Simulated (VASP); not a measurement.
# Hg (P2_1/m) in VASP: a series of runs, part 2 of 2

VASP 6.6.1. The steps go on from the part before.

## (6) Single point, PBE

This run uses another cell than the first one, of 27.25 Å³/atom, 0.941 times its volume.

Input file INCAR:

```
SYSTEM = Hg
ALGO = Fast
EDIFF = 1E-6
ENCUT = 520
GGA = PE
ISIF = 2
ISMEAR = -1
LASPH = .True.
LCHARG = .True.
LELF = .True.
LREAL = .False.
LVHAR = .True.
LWAVE = .False.
NBANDS = 19
NELM = 60
PREC = Accurate
SIGMA = 0.05
```

Input file KPOINTS:

```
k-points
0
Gamma
  9 5 9
  0 0 0
```

Input file POSCAR:

```
Hg
1.0
    3.3671716553      0.0000000000      0.0000000000
    0.0000000000      5.4248055004      0.0000000000
   -1.6768809687      0.0000000000      2.9832540882
Hg
2
Direct
    0.3484403100      0.7500000000      0.1957718400
    0.6515596900      0.2500000000      0.8042281600
```

Potentials or basis: VASP PAW PBE potentials, release 64 (Hg).

Command:

```sh
$ cat potpaw_PBE.64/Hg/POTCAR > POTCAR
$ mpirun -np 1 vasp_std > vasp.out
```

OUTCAR:

```text
SYSTEM = Hg
   EDIFF = 1E-6
   ENCUT = 520
   GGA = PE
   ISIF = 2
   ISMEAR = -1
   LASPH = .True.
   LREAL = .False.
   NELM = 60
   PREC = Accurate

 ion  position               nearest neighbor table
   1  0.348  0.750  0.196-   2 3.26   2 3.26   2 3.40   2 3.40   2 3.40   2 3.40
   2  0.652  0.250  0.804-   1 3.26   1 3.26   1 3.40   1 3.40   1 3.40   1 3.40

  LATTYP: Found a simple monoclinic cell.
 ALAT       =     3.3671716553
 B/A-ratio  =     1.6110867089
 C/A-ratio  =     1.0163548333
 COS(beta)  =    -0.4899949704

  Lattice vectors:

 A1 = (   3.3671716553,   0.0000000000,   0.0000000000)
 A2 = (   0.0000000000,   5.4248055004,   0.0000000000)
 A3 = (  -1.6768809687,   0.0000000000,   2.9832540882)

Analysis of symmetry for initial positions (statically):
=====================================================================
 Subroutine PRICEL returns:
 Original cell was already a primitive cell.

 Routine SETGRP: Setting up the symmetry group for a
 simple monoclinic supercell.

 Subroutine GETGRP returns: Found  4 space group operations
 (whereof  2 operations were pure point group operations)
 out of a pool of  4 trial point group operations.

The static configuration has the point symmetry S_2 .
 The point group associated with its full space group is C_2h.

Analysis of symmetry for dynamics (positions and initial velocities):
=====================================================================
 Subroutine PRICEL returns:
 Original cell was already a primitive cell.

 Routine SETGRP: Setting up the symmetry group for a
 simple monoclinic supercell.

 Subroutine GETGRP returns: Found  4 space group operations
 (whereof  2 operations were pure point group operations)
 out of a pool of  4 trial point group operations.

The dynamic configuration has the point symmetry S_2 .
 The point group associated with its full space group is C_2h.

[... 114 lines left out ...]
   EFERMI_NEDOS =   21; number of points for ismear=-14 and -15
   IALGO  =     68    algorithm
   IMIX   =      4    mixing-type and parameters
     AMIX     =   0.40;   BMIX     =  1.00
     AMIX_MAG =   1.60;   BMIX_MAG =  1.00
  volume/ion in A,a.u.               =      27.25       183.87
  Fermi-wavevector in a.u.,A,eV,Ry     =   1.245562  2.353771 21.108415  1.551425
  Thomas-Fermi vector in A             =   2.379779
   LORBIT       =      0    0 simple, 1 ext, 2 COOP (PROOUT), +10 PAW based schemes
   GGA     = PE    functional components
   LHFCALC =     F    Hartree Fock is set to
   AEXX    =    0.0000 exact exchange contribution
   IVDW    =     0    specifies the selected vdW correction
   LEPSILON=     F    determine dielectric tensor
   LRPA    =     F    only Hartree local field effects (RPA)
 non-spin polarized calculation
 RMM-DIIS sequential band-by-band and
  energy-cutoff  :      520.00
  volume of cell :       54.49
 maximum number of plane-waves:      1485
 NGX is ok and might be reduce to    28
   NGX = 13   NGY = 21   NGZ = 13

 number of electron      23.9999996 magnetization

 Free energy of the ion-electron system (eV)
  ---------------------------------------------------
  ext. energy  EPLUGINS =         0.00000000
  ---------------------------------------------------
  free energy    TOTEN  =        -0.33199571 eV

  energy without entropy =       -0.32906442  energy(sigma->0) =       -0.33053006

 E-fermi :   1.3522     XC(G=0): -10.0716

 val. band max:        1.3132408235   @ k =  -0.3333   0.0000   0.4444
 cond. band min:       1.3935077941   @ k =  -0.4444   0.0000   0.1111
 fundamental gap:      0.0802669707
 Fermi energy:         1.3522272544

 k-point     1 :       0.0000    0.0000    0.0000
  band No.  band energies     occupation
      1      -6.2518      2.00000
      2      -5.5558      2.00000
      3      -4.9011      2.00000
      4      -4.8932      2.00000
      5      -4.7676      2.00000
      6      -4.7227      2.00000
[... 505 lines left out ...]
      6      -4.7419      2.00000
[... 11 lines left out ...]
     18      15.7098      0.00000
     19      15.8939      0.00000

 [... further k-points ...]

------------------------ aborting loop because EDIFF is reached ----------------------------------------

  FORCE on cell =-STRESS in cart. coord.  units (eV):
  Direction    XX          YY          ZZ          XY          YZ          ZX
  --------------------------------------------------------------------------------------
  -------------------------------------------------------------------------------------
  Total        0.4019131      0.6741104      0.5187107      0.0000000      0.0000000     -0.0024151
  in kB       11.8168881     19.8199229     15.2509215      0.0000000      0.0000000     -0.0710071
  external PRESSURE =      15.6292442 kB  Pullay stress =       0.0000000 kB

 VOLUME and BASIS-vectors are now :
 -----------------------------------------------------------------------------
  energy-cutoff  :      520.00
  volume of cell :       54.49
      direct lattice vectors                 reciprocal lattice vectors
     3.367171655  0.000000000  0.000000000     0.296985156  0.000000000  0.166934744
     0.000000000  5.424805500  0.000000000     0.000000000  0.184338406  0.000000000
    -1.676880969  0.000000000  2.983254088     0.000000000  0.000000000  0.335204435

 POSITION                                       TOTAL-FORCE (eV/Angst)
 -----------------------------------------------------------------------------------
      0.84497      4.06860      0.58404        -0.001522     -0.000000     -0.006995
      0.84532      1.35620      2.39922         0.001522      0.000000      0.006995
 -----------------------------------------------------------------------------------
    total drift:                                0.000000     -0.000000      0.000000

  FREE ENERGIE OF THE ION-ELECTRON SYSTEM (eV)
  ---------------------------------------------------
  free  energy   TOTEN  =        -0.3319957089 eV

  energy  without entropy=       -0.3290644201  energy(sigma->0) =       -0.33053006
```

OSZICAR:

```text
N       E                     dE             d eps       ncg     rms          rms(c)
DAV:   1     0.175509851354E+03    0.17551E+03   -0.12244E+04  4674   0.120E+03
DAV:   2     0.402522847458E+01   -0.17148E+03   -0.16307E+03  4893   0.309E+02
DAV:   3    -0.358098144476E+00   -0.43833E+01   -0.43697E+01  5256   0.535E+01
DAV:   4    -0.365730560849E+00   -0.76324E-02   -0.76316E-02  5112   0.223E+00
DAV:   5    -0.365743102068E+00   -0.12541E-04   -0.12541E-04  5099   0.849E-02    0.323E+00
RMM:   6    -0.333353698305E+00    0.32389E-01   -0.76536E-02  4712   0.228E+00    0.253E+00
RMM:   7    -0.331867026146E+00    0.14867E-02   -0.15773E-02  4859   0.845E-01    0.977E-01
RMM:   8    -0.331944097267E+00   -0.77071E-04   -0.21050E-03  4916   0.546E-01    0.564E-02
RMM:   9    -0.331981687880E+00   -0.37591E-04   -0.14992E-04  5071   0.103E-01    0.380E-02
RMM:  10    -0.331996031623E+00   -0.14344E-04   -0.41257E-05  5028   0.735E-02    0.819E-03
RMM:  11    -0.331995708923E+00    0.32270E-06   -0.24179E-06  3459   0.135E-02
   1 F= -.33199571E+00 E0= -.33053006E+00  d E =-.293129E-02
```

Wall time 58 s (1 thread of Intel Xeon 6975P-C (Granite Rapids), shared host); peak memory 0.24 GiB.

Results:

```yaml
Free_energy: -0.3320 eV
Pressure: 1.6 GPa
Largest_force: 0.007 eV/Å
Band_gap_on_the_k_mesh: zero (band 12 reaches 1.58 eV, above the bottom of band 13 at 0.80 eV)
```

Forces in eV/Å, atoms in the order of the input:
```
Hg  -0.002  0.000 -0.007
Hg   0.002  0.000  0.007
```

Stress tensor (GPa, compression positive):
```
 1.18  0.00 -0.01
 0.00  1.98  0.00
-0.01  0.00  1.53
```

Caveat: spin-orbit coupling is left out, which moves the levels of the heavy elements.

## (7) Overview

```csv
cell,gap on the mesh (eV),pressure (GPa),largest force (eV/Å)
"a = 3.436, b = 5.536, c = 3.492 Å, angles 90.0, 119.3, 90.0°, 2 atoms",none,0.8,0.01
"a = 3.458, b = 5.571, c = 3.515 Å, angles 90.0, 119.3, 90.0°, 2 atoms",none,0.6,0.01
"a = 3.480, b = 5.607, c = 3.537 Å, angles 90.0, 119.3, 90.0°, 2 atoms",none,0.4,0.02
"a = 3.344, b = 5.387, c = 3.398 Å, angles 90.0, 119.3, 90.0°, 2 atoms",none,1.9,0.01
"a = 3.367, b = 5.425, c = 3.422 Å, angles 90.0, 119.3, 90.0°, 2 atoms",none,1.6,0.01
```

Alike in all rows: task single point; level PBE; potentials or basis VASP PAW PBE potentials, release 64 (Hg); no spin polarisation; k mesh 9 × 5 × 9; cutoff (eV) 520; smearing fermi-dirac 0.05 eV.

Caveats: spin-orbit coupling is left out, which moves the levels of the heavy elements.

Absolute energies hang on the potentials; compare differences alone.
